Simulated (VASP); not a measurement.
# NbSiO4 (F-43m) in VASP: relaxation of cell and atoms with PBE

Aim: the relaxation of cell and atoms of NbSiO4 with PBE.

Program: VASP 6.6.1. These are calculated values, not measurements. Logs are shortened: lines on timing, memory, paths and dates and some standing lists are left out, and cuts for length are marked.

## Step 1: The cell of the first run

It takes space group F-43m (No. 216, cubic). Conventional cell: a = 6.244 Å, b = 6.244 Å, c = 6.244 Å, α = 90.00°, β = 90.00°, γ = 90.00°. Within 3.4 Å of Nb (site symmetry -43m) lie 12 O at 2.59 Å and 4 Si at 2.70 Å. Within 3.4 Å of Si (site symmetry -43m) lie 12 O at 2.59 Å and 4 Nb at 2.70 Å. O (site symmetry 3m) has 6 O at 2.20 to 2.22 Å and 3 Nb at 2.59 Å and 3 Si at 2.59 Å within 2.9 Å.

The cell was generated, and may not be a known phase.

## Step 2: Relaxation of cell and atoms, PBE, collinear spin, ferromagnetic start

File INCAR:

```
SYSTEM = NbSiO4
ALGO = Normal
EDIFF = 1E-7
EDIFFG = -0.01
ENCUT = 600
GGA = PE
IBRION = 2
ISIF = 3
ISMEAR = 0
ISPIN = 2
LASPH = .TRUE.
LCHARG = .FALSE.
LMAXMIX = 4
LORBIT = 11
LREAL = .FALSE.
LWAVE = .FALSE.
MAGMOM = 0 0 0.59 0.59 0.59 0.59
NELM = 150
NSW = 100
PREC = Accurate
SIGMA = 0.1
```

File KPOINTS:

```
k-points
0
G
  10 10 10
  0 0 0
```

File POSCAR:

```
NbSiO4
1.0
    0.0000000000      3.1220432581      3.1220432581
    3.1220432581      0.0000000000      3.1220432581
    3.1220432581      3.1220432581      0.0000000000
Nb Si O
1 1 4
Direct
    0.2500000000      0.2500000000      0.2500000000
    0.0000000000      0.0000000000      0.0000000000
    0.6245517412      0.6245517412      0.1263447765
    0.6245517412      0.1263447765      0.6245517412
    0.1263447765      0.6245517412      0.6245517412
    0.6245517412      0.6245517412      0.6245517412
```

Potentials or basis: VASP PAW PBE potentials, release 64 (Nb_sv, Si, O).

Run with:

```sh
$ cat potpaw_PBE.64/Nb_sv/POTCAR potpaw_PBE.64/Si/POTCAR potpaw_PBE.64/O/POTCAR > POTCAR
$ mpirun -np 1 vasp_std > vasp.out
```

OUTCAR:

```text
SYSTEM = NbSiO4
   EDIFF = 1E-7
   EDIFFG = -0.01
   ENCUT = 600
   GGA = PE
   IBRION = 2
   ISIF = 3
   ISMEAR = 0
   ISPIN = 2
   LASPH = .TRUE.
   LORBIT = 11
   LREAL = .FALSE.
   NELM = 150
   NSW = 100
   PREC = Accurate

 ion  position               nearest neighbor table
   1  0.250  0.250  0.250-   2 2.70   2 2.70   2 2.70   2 2.70
   2  0.000  0.000  0.000-   1 2.70   1 2.70   1 2.70   1 2.70
   3  0.625  0.625  0.126-
   4  0.625  0.126  0.625-
   5  0.126  0.625  0.625-
   6  0.625  0.625  0.625-

  LATTYP: Found a face centered cubic cell.
 ALAT       =     6.2440865162

  Lattice vectors:

 A1 = (   0.0000000000,   3.1220432581,   3.1220432581)
 A2 = (   3.1220432581,   0.0000000000,   3.1220432581)
 A3 = (   3.1220432581,   3.1220432581,   0.0000000000)

Analysis of symmetry for initial positions (statically):
=====================================================================
 Subroutine PRICEL returns:
 Original cell was already a primitive cell.

 Routine SETGRP: Setting up the symmetry group for a
 face centered cubic supercell.

 Subroutine GETGRP returns: Found 24 space group operations
 (whereof 24 operations were pure point group operations)
 out of a pool of 48 trial point group operations.

The static configuration has the point symmetry T_d .

Analysis of symmetry for dynamics (positions and initial velocities):
=====================================================================
 Subroutine PRICEL returns:
 Original cell was already a primitive cell.

 Routine SETGRP: Setting up the symmetry group for a
 face centered cubic supercell.

 Subroutine GETGRP returns: Found 24 space group operations
 (whereof 24 operations were pure point group operations)
 out of a pool of 48 trial point group operations.

The dynamic configuration has the point symmetry T_d .

Analysis of structural, dynamic, and magnetic symmetry:
=====================================================================
 Subroutine PRICEL returns:
 Original cell was already a primitive cell.

 Routine SETGRP: Setting up the symmetry group for a
 face centered cubic supercell.

 Subroutine GETGRP returns: Found 24 space group operations
 (whereof 24 operations were pure point group operations)
 out of a pool of 48 trial point group operations.

The overall configuration has the point symmetry T_d .

 Subroutine INISYM returns: Found 24 space group operations
 (whereof 24 operations are pure point group operations),
 and found     1 'primitive' translations

----------------------------------------------------------------------------------------

                                     Primitive cell

  volume of cell :      60.8621

  direct lattice vectors                    reciprocal lattice vectors
     0.000000000  3.122043258  3.122043258    -0.160151529  0.160151529  0.160151529
     3.122043258  0.000000000  3.122043258     0.160151529 -0.160151529  0.160151529
     3.122043258  3.122043258  0.000000000     0.160151529  0.160151529 -0.160151529

  length of vectors
     4.415235918  4.415235918  4.415235918     0.277390584  0.277390584  0.277390584

  position of ions in fractional coordinates (direct lattice)
     0.250000000  0.250000000  0.250000000
     0.000000000  0.000000000  0.000000000
     0.624551741  0.624551741  0.126344776
     0.624551741  0.126344776  0.624551741
     0.126344776  0.624551741  0.624551741
     0.624551741  0.624551741  0.624551741

  ion indices of the primitive-cell ions
   primitive index   ion index
                 1           1
                 2           2
                 3           3
                 4           4
                 5           5
                 6           6

----------------------------------------------------------------------------------------

 KPOINTS: k-points

Automatic generation of k-mesh.
 Grid dimensions read from file:
 generate k-points for:   10   10   10

 Generating k-lattice:

  Cartesian coordinates                     Fractional coordinates (reciprocal lattice)
    -0.016015153  0.016015153  0.016015153     0.100000000  0.000000000  0.000000000
     0.016015153 -0.016015153  0.016015153     0.000000000  0.100000000  0.000000000
     0.016015153  0.016015153 -0.016015153     0.000000000  0.000000000  0.100000000

  Length of vectors
     0.027739058  0.027739058  0.027739058

  Shift w.r.t. Gamma in fractional coordinates (k-lattice)
     0.000000000  0.000000000  0.000000000

 Subroutine IBZKPT returns following result:
 ===========================================

 Found     47 irreducible k-points:

 Following reciprocal coordinates:
            Coordinates               Weight
  0.000000  0.000000  0.000000      1.000000
  0.100000  0.000000  0.000000      8.000000
  0.200000  0.000000  0.000000      8.000000
  0.300000  0.000000  0.000000      8.000000
  0.400000  0.000000  0.000000      8.000000
  0.500000  0.000000  0.000000      4.000000
[... 16 lines left out ...]
  0.300000  0.300000  0.000000      6.000000
  0.400000  0.300000  0.000000     24.000000
 [... further k-points ...]
   k-points           NKPTS =     47   k-points in BZ     NKDIM =     47   number of bands    NBANDS=     25
   number of dos      NEDOS =    301   number of ions     NIONS =      6
   total plane-waves  NPLWV =  46656
   dimension x,y,z NGX =    36 NGY =   36 NGZ =   36
   dimension x,y,z NGXF=    72 NGYF=   72 NGZF=   72
   ions per type =               1   1   4
   NGX,Y,Z   is equivalent  to a cutoff of  13.56, 13.56, 13.56 a.u.
   NGXF,Y,Z  is equivalent  to a cutoff of  27.11, 27.11, 27.11 a.u.
 SYSTEM =  NbSiO4
   PREC   = accura    normal or accurate (medium, high low for compatibility)
   ISTART =      0    job   : 0-new  1-cont  2-samecut
   ICHARG =      2    charge: 1-file 2-atom 10-const
   ISPIN  =      2    spin polarized calculation?
   LNONCOLLINEAR =      F non collinear calculations
   LSORBIT =      F    spin-orbit coupling
   LASPH  =      T    aspherical Exc in radial PAW
   ENCUT  =  600.0 eV  44.10 Ry    6.64 a.u.   8.82  8.82  8.82*2*pi/ulx,y,z
   NELM   =    150;   NELMIN=  2; NELMDL= -5     # of ELM steps
   EDIFF  = 0.1E-06   stopping-criterion for ELM
   LREAL  =      F    real-space projection
   EDIFFG = -.1E-01   stopping-criterion for IOM
   NSW    =    100    number of steps for IOM
   IBRION =      2    ionic relax: 0-MD 1-quasi-New 2-CG
   NFREE  =      1    steps in history (QN), initial steepest desc. (CG)
   ISIF   =      3    stress and relaxation
   ISYM   =      2    0-nonsym 1-usesym 2-fastsym
   POTIM  = 0.5000    time-step for ionic-motion
   TEBEG  =    0.0;   TEEND  =   0.0 temperature during run
   PSTRESS=    0.0 pullay stress
   NELECT =      41.0000    total number of electrons
   NUPDOWN=      -1.0000    fix difference up-down
   EMIN   =  10.00;   EMAX   =-10.00  energy-range for DOS
   EFERMI =   0.00;   METHOD = LEGACY
   ISMEAR =     0;   SIGMA  =   0.10  broadening in eV -4-tet -1-fermi 0-gaus
   EFERMI_NEDOS =   21; number of points for ismear=-14 and -15
   IALGO  =     38    algorithm
   IMIX   =      4    mixing-type and parameters
     AMIX     =   0.40;   BMIX     =  1.00
     AMIX_MAG =   1.60;   BMIX_MAG =  1.00
  volume/ion in A,a.u.               =      10.14        68.45
  Fermi-wavevector in a.u.,A,eV,Ry     =   1.435117  2.711977 28.022012  2.059560
  Thomas-Fermi vector in A             =   2.554451
   LORBIT       =     11    0 simple, 1 ext, 2 COOP (PROOUT), +10 PAW based schemes
   GGA     = PE    functional components
   LHFCALC =     F    Hartree Fock is set to
   AEXX    =    0.0000 exact exchange contribution
   IVDW    =     0    specifies the selected vdW correction
   LEPSILON=     F    determine dielectric tensor
   LRPA    =     F    only Hartree local field effects (RPA)
 conjugate gradient relaxation of ions
 spin polarized calculation
 Gauss-broadening in eV      SIGMA  =   0.10
  energy-cutoff  :      600.00
  volume of cell :       60.86
 maximum number of plane-waves:      2085
   NGX = 17   NGY = 17   NGZ = 17

 number of electron      41.0000003 magnetization       2.4561407

 Free energy of the ion-electron system (eV)
  ---------------------------------------------------
  ext. energy  EPLUGINS =         0.00000000
  ---------------------------------------------------
  free energy    TOTEN  =       -31.67703804 eV

  energy without entropy =      -31.64926235  energy(sigma->0) =      -31.66315020

 E-fermi :   7.8171     XC(G=0): -12.2034

 val. band max:        7.7886051528   @ k =  -0.4000   0.5000   0.1000
 cond. band min:       7.8185738281   @ k =  -0.4000   0.3000   0.0000
 fundamental gap:      0.0299686753
 Fermi energy:         7.8171225287

 spin component 1

 k-point     1 :       0.0000    0.0000    0.0000
  band No.  band energies     occupation
      1     -48.2835      1.00000
      2     -24.2556      1.00000
      3     -24.2556      1.00000
      4     -24.2556      1.00000
      5     -13.0660      1.00000
      6      -9.2917      1.00000
[... 17 lines left out ...]
     24       8.3518      0.00000
     25      10.4076      0.00000

 k-point     2 :       0.1000    0.0000    0.0000
  band No.  band energies     occupation
      1     -48.2834      1.00000
      2     -24.2593      1.00000
      3     -24.2559      1.00000
      4     -24.2559      1.00000
      5     -13.0039      1.00000
      6      -9.3991      1.00000
[... 17 lines left out ...]
     24       8.3244      0.00000
     25      10.3746      0.00000
[... 586 lines left out ...]
     24       7.9557      0.02501
     25       9.5050      0.00000

 k-point    24 :       0.4000    0.3000    0.0000
  band No.  band energies     occupation
      1     -48.2824      1.00000
      2     -24.2848      1.00000
      3     -24.2669      1.00000
      4     -24.2657      1.00000
      5     -12.1412      1.00000
      6     -10.6137      1.00000
[... 17 lines left out ...]
     24       8.4769      0.00000
     25       9.2702      0.00000

 [... further k-points ...]

 spin component 2

 k-point     1 :       0.0000    0.0000    0.0000
  band No.  band energies     occupation
      1     -48.2374      1.00000
      2     -24.2045      1.00000
      3     -24.2045      1.00000
      4     -24.2045      1.00000
      5     -12.2134      1.00000
      6      -8.2691      1.00000
[... 17 lines left out ...]
     24       9.8829      0.00000
     25      10.5906      0.00000

 k-point     2 :       0.1000    0.0000    0.0000
  band No.  band energies     occupation
      1     -48.2373      1.00000
      2     -24.2081      1.00000
      3     -24.2049      1.00000
      4     -24.2049      1.00000
      5     -12.1481      1.00000
      6      -8.3830      1.00000
[... 17 lines left out ...]
     24       9.8270      0.00000
     25      10.5735      0.00000
[... 586 lines left out ...]
     24       9.4587      0.00000
     25       9.7500      0.00000

 k-point    24 :       0.4000    0.3000    0.0000
  band No.  band energies     occupation
      1     -48.2363      1.00000
      2     -24.2325      1.00000
      3     -24.2155      1.00000
      4     -24.2144      1.00000
      5     -11.2426      1.00000
      6      -9.6513      1.00000
[... 17 lines left out ...]
     24       9.3905      0.00000
     25       9.5678      0.00000

 [... further k-points ...]

------------------------ aborting loop because EDIFF is reached ----------------------------------------

  FORCE on cell =-STRESS in cart. coord.  units (eV):
  Direction    XX          YY          ZZ          XY          YZ          ZX
  --------------------------------------------------------------------------------------
  -------------------------------------------------------------------------------------
  Total       -0.0281665     -0.0281665     -0.0281665      0.0000000      0.0000000     -0.0000000
  in kB       -0.7414745     -0.7414745     -0.7414745      0.0000000      0.0000000     -0.0000000
  external PRESSURE =      -0.7414745 kB  Pullay stress =       0.0000000 kB

 VOLUME and BASIS-vectors are now :
 -----------------------------------------------------------------------------
  energy-cutoff  :      600.00
  volume of cell :       60.86
      direct lattice vectors                 reciprocal lattice vectors
     0.000000000  3.122043258  3.122043258    -0.160151529  0.160151529  0.160151529
     3.122043258  0.000000000  3.122043258     0.160151529 -0.160151529  0.160151529
     3.122043258  3.122043258  0.000000000     0.160151529  0.160151529 -0.160151529

 POSITION                                       TOTAL-FORCE (eV/Angst)
 -----------------------------------------------------------------------------------
      1.56102      1.56102      1.56102        -0.000000     -0.000000     -0.000000
      0.00000      0.00000      0.00000        -0.000000     -0.000000     -0.000000
      2.34433      2.34433      3.89976        -0.001863     -0.001863      0.001863
      2.34433      3.89976      2.34433        -0.001863      0.001863     -0.001863
      3.89976      2.34433      2.34433         0.001863     -0.001863     -0.001863
      3.89976      3.89976      3.89976         0.001863      0.001863      0.001863
 -----------------------------------------------------------------------------------
    total drift:                               -0.000001     -0.000001     -0.000000

  FREE ENERGIE OF THE ION-ELECTRON SYSTEM (eV)
  ---------------------------------------------------
  free  energy   TOTEN  =       -31.6770380364 eV

  energy  without entropy=      -31.6492623547  energy(sigma->0) =      -31.66315020

 reached required accuracy - stopping structural energy minimisation

 total charge

# of ion       s       p       d       tot
------------------------------------------
    1        2.117   5.974   2.212  10.303
    2        0.921   0.573   0.000   1.494
    3        1.632   3.138   0.000   4.771
    4        1.632   3.138   0.000   4.771
    5        1.632   3.138   0.000   4.771
    6        1.632   3.138   0.000   4.771
--------------------------------------------------
tot          9.566  19.100   2.212  30.879

 magnetization (x)

# of ion       s       p       d       tot
------------------------------------------
    1       -0.005  -0.001   0.069   0.062
    2        0.007   0.015   0.000   0.022
    3        0.005   0.522   0.000   0.527
    4        0.005   0.522   0.000   0.527
    5        0.005   0.522   0.000   0.527
    6        0.005   0.522   0.000   0.527
--------------------------------------------------
tot          0.023   2.100   0.069   2.192
```

Wall time 2.5 min (1 thread of Intel Xeon 6975P-C (Granite Rapids), shared host); peak memory 0.33 GiB.

Results:

```yaml
Free_energy: -31.6770 eV
Pressure_after_relaxing: -0.1 GPa
Largest_force_after_relaxing: 0.003 eV/Å
Net_moment: 2.46 μB per cell
Site_moments: Nb +0.06; Si +0.02; O +0.53 μB
Valence_electrons_inside_the_program's_atomic_spheres: Nb 10.30; Si 1.49; O 4.77
```

Forces on the atoms (eV/Å):
```
Nb   0.000  0.000  0.000
Si   0.000  0.000  0.000
O   -0.002 -0.002  0.002
O   -0.002  0.002 -0.002
O    0.002 -0.002 -0.002
O    0.002  0.002  0.002
```

Final structure:
```yaml
crystal:
  lattice:
    - [0.00000, 3.12204, 3.12204]
    - [3.12204, 0.00000, 3.12204]
    - [3.12204, 3.12204, 0.00000]
  atoms:
    - { symbol: Nb, position: [0.25000, 0.25000, 0.25000] }
    - { symbol: Si, position: [0.00000, 0.00000, 0.00000] }
    - { symbol: O, position: [0.62455, 0.62455, 0.12634] }
    - { symbol: O, position: [0.62455, 0.12634, 0.62455] }
    - { symbol: O, position: [0.12634, 0.62455, 0.62455] }
    - { symbol: O, position: [0.62455, 0.62455, 0.62455] }
```
